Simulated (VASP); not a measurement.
Wanted: the native input for a VASP 6.6.1 run.

- Task: single point
- Functional: r2SCAN
- Potentials or basis: VASP PAW PBE potentials, release 64 (Na_pv, I)
- Cutoff: 520 eV
- k mesh: 6 × 6 × 6
- Occupations: gaussian, width 0.01 eV
- Spin: no spin polarisation
- Dipole correction: no
- Further INCAR settings: ALGO = Normal; EDIFF = 1e-06; NBANDS = 14

The system is NaI.

```
Na I
1.0
     3.21719    3.21719    0.00000
    -3.21719    3.21719    0.00000
     0.00000    3.21719    3.24305
Na I
1 1
Direct
  0.00000 0.00000 0.00000
  0.50000 0.50000 0.00000
```

This cell differs from its parent crystal: in-plane strain -0.005.

One way to write it, as run:

POSCAR

```
NaI
1.0
    3.2171856444      3.2171856444      0.0000000000
   -3.2171856444      3.2171856444      0.0000000000
    0.0000000000      3.2171856444      3.2430524637
Na I
1 1
Direct
    0.0000000000      0.0000000000      0.0000000000
    0.5000000000      0.5000000000      0.0000000000
```

INCAR.step1

```
SYSTEM = NaI
ALGO = Normal
EDIFF = 1E-4
ENCUT = 520
GGA = PE
ISMEAR = 0
LASPH = .True.
LCHARG = .False.
LREAL = .False.
LWAVE = .True.
NBANDS = 14
NELM = 80
PREC = Accurate
SIGMA = 0.01
```

INCAR.step2

```
SYSTEM = NaI
ALGO = Normal
EDIFF = 1E-6
ENCUT = 520
ISIF = 2
ISMEAR = 0
ISTART = 1
LASPH = .True.
LCHARG = .True.
LELF = .True.
LMIXTAU = .True.
LREAL = .False.
LVHAR = .True.
LWAVE = .False.
METAGGA = R2SCAN
NBANDS = 14
NELM = 80
PREC = Accurate
SIGMA = 0.01
```

KPOINTS

```
k-points
0
Gamma
  6 6 6
  0 0 0
```

Potentials or basis: VASP PAW PBE potentials, release 64 (Na_pv, I).

Command:

```sh
$ cat potpaw_PBE.64/Na_pv/POTCAR potpaw_PBE.64/I/POTCAR > POTCAR
$ cp INCAR.step1 INCAR
$ mpirun -np 1 vasp_std > vasp.out
$ cp INCAR.step2 INCAR
$ mpirun -np 1 vasp_std > vasp.out
```

It gave:

```json
{
  "Pressure": "0.0 GPa",
  "Band gap on the k mesh": "4.46 eV, direct"
}
```

Caveat: the cell differs from its parent crystal (in-plane strain -0.005); the PAW data sets were made with another functional, which shifts forces and pressure a little; spin-orbit coupling is left out, which moves the levels of the heavy elements.

Run time: 2.9 min on 1 thread of AMD EPYC 7R13 Processor (Zen 3), with other jobs on the host, peak memory 0.19 GiB.
